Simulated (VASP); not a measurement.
Input of a VASP 6.6.1 run:

Contents of INCAR:

```
  PREC = Accurate
  ENCUT = 500
  EDIFF = 1E-6
  ISMEAR = 0
  SIGMA = 0.05
  LREAL = F
  LASPH = T
  NELM = 120
  ALGO = Normal
  ISIF = 2
  LWAVE = F
  LCHARG = F
  GGA = CA
  NBANDS = 11
  GGA_COMPAT = F
```

KPOINTS

```
regular mesh
0
Gamma
  6 6 6
```

POSCAR

```
BAs
1.0
    0.0000000000      2.3822013821      2.3822013821
    2.3822013821      0.0000000000      2.3822013821
    2.3822013821      2.3822013821      0.0000000000
B As
1 1
Direct
    0.0000000000      0.0000000000      0.0000000000
    0.2500000000      0.2500000000      0.2500000000
```

Potentials or basis: VASP PAW LDA potentials, release 64 (B, As).

Run with:

```bash
$ cat potpaw_LDA.64/B/POTCAR potpaw_LDA.64/As/POTCAR > POTCAR
$ mpirun -np 1 vasp_std > vasp.out
```

Problem. What does it give for the band gap on the k mesh?

Solution. 1.22 eV, indirect (least direct gap 3.26 eV).

Problem. What does it give for the pressure?

Solution. -2.0 GPa.

A k mesh can miss the band edges.
